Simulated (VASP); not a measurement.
A run of VASP 6.6.1:

File INCAR:

```
SYSTEM = MgO
PREC = Accurate
ENCUT = 520
EDIFF = 1E-7
ISMEAR = 0
SIGMA = 0.05
LREAL = .False.
LASPH = .True.
NELM = 60
ALGO = Normal
ISIF = 2
LWAVE = .False.
LCHARG = .False.
GGA = PE
NBANDS = 26
```

File KPOINTS:

```
regular mesh
0
Gamma
  9 9 4
  0 0 0
```

Contents of POSCAR:

```
MgO
1.0
    3.4608807249      0.0000000000      0.0000000000
   -1.7304403625      2.9972106272      0.0000000000
    0.0000000000      0.0000000000      9.8247482019
Mg O
4 4
Direct
    0.3333333333      0.6666666667      0.9694906392
    0.0000000000      0.0000000000      0.2208211786
    0.0000000000      0.0000000000      0.7208211786
    0.6666666667      0.3333333333      0.4694906392
    0.3333333333      0.6666666667      0.7800420079
    0.0000000000      0.0000000000      0.5296443544
    0.0000000000      0.0000000000      0.0296443544
    0.6666666667      0.3333333333      0.2800420079
```

Potentials or basis: VASP PAW PBE potentials, release 64 (Mg, O).

Command:

```console
$ cat potpaw_PBE.64/Mg/POTCAR potpaw_PBE.64/O/POTCAR > POTCAR
$ mpirun -np 1 vasp_std > vasp.out
```

Hardware: 1 thread of Intel(R) Xeon(R) Platinum 8259CL CPU @ 2.50GHz (Skylake/Cascade Lake), with other jobs on the host.

Q: Estimate the wall time of this run.

A: Run time: 95 s on 1 thread of Intel(R) Xeon(R) Platinum 8259CL CPU @ 2.50GHz (Skylake/Cascade Lake), with other jobs on the host, peak memory 0.27 GiB. Counts: scf iterations 15, k points 36.
